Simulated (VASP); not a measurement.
Input of a VASP 6.6.1 run:

File INCAR:

```
SYSTEM = C
PREC = Accurate ; ENCUT = 520
EDIFF = 1E-6 ; ISMEAR = 0
SIGMA = 0.1 ; LREAL = .FALSE.
LASPH = .TRUE. ; NELM = 80
ALGO = Normal ; ISIF = 2
LWAVE = .FALSE. ; LCHARG = .FALSE.
GGA = PS ; NBANDS = 11
```

KPOINTS

```
regular mesh
0
G
  8 8 8
  0 0 0
```

Contents of POSCAR:

```
C
1.0
    0.0000000000      2.1861634109      2.1861634109
    2.1861634109      0.0000000000      2.1861634109
    2.1861634109      2.1861634109      0.0000000000
C
2
Direct
    0.5000000000      0.5000000000      0.5000000000
    0.7500000000      0.7500000000      0.7500000000
```

Potentials or basis: VASP PAW PBE potentials, release 64 (C).

The run is started by

```console
$ cat potpaw_PBE.64/C/POTCAR > POTCAR
$ mpirun -np 1 vasp_std > vasp.out
```

Task: What does it give for the band gap on the k mesh?

Result: 2.29 eV (least direct gap 2.36 eV).

Task: Estimate the pressure.

Result: -80.4 GPa.

Caveat: the cell differs from its parent crystal (Ge replaced by C, lengths x 0.780, strained); the cell stands under tension; the PAW data sets were made with another functional, which shifts forces and pressure a little. A k mesh can miss the band edges.
